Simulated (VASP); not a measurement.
Here is a VASP 6.6.1 calculation.

Contents of INCAR:

```
SYSTEM = SrTiO3
ALGO     = Normal         ! electronic algorithm
EDIFF    = 1E-6           ! SCF threshold, eV
ENCUT    = 520            ! plane-wave cutoff, eV
GGA      = CA             ! functional
ISIF     = 2              ! what is computed and relaxed
ISMEAR   = 0              ! smearing method
LASPH    = .TRUE.         ! aspherical terms in the spheres
LCHARG   = .FALSE.        ! write CHGCAR
LREAL    = .FALSE.        ! projectors in reciprocal space
LWAVE    = .FALSE.        ! write WAVECAR
NBANDS   = 28             ! bands
NELM     = 60             ! most SCF steps
PREC     = Accurate       ! precision mode
SIGMA    = 0.02           ! smearing width, eV
```

File KPOINTS:

```
k-points
0
G
  8 8 8
  0 0 0
```

POSCAR

```
SrTiO3
1.0
    3.8540230074      0.0000000000      0.0000000000
    0.0000000000      3.8540230074      0.0000000000
    0.0000000000      0.0000000000      3.8540230074
Sr Ti O
1 1 3
Direct
    0.0000000000      0.0000000000      0.0000000000
    0.5000000000      0.5000000000      0.5000000000
    0.5000000000      0.0000000000      0.5000000000
    0.5000000000      0.5000000000      0.0000000000
    0.0000000000      0.5000000000      0.5000000000
```

Potentials or basis: VASP PAW LDA potentials, release 64 (Sr_sv, Ti_sv, O).

Command:

```bash
$ cat potpaw_LDA.64/Sr_sv/POTCAR potpaw_LDA.64/Ti_sv/POTCAR potpaw_LDA.64/O/POTCAR > POTCAR
$ mpirun -np 1 vasp_std > vasp.out
```

Task: What does it give for the pressure?

Result: 1.1 GPa.

Task: Estimate the band gap on the k mesh.

Result: 1.82 eV (least direct gap 2.15 eV).

A k mesh can miss the band edges.
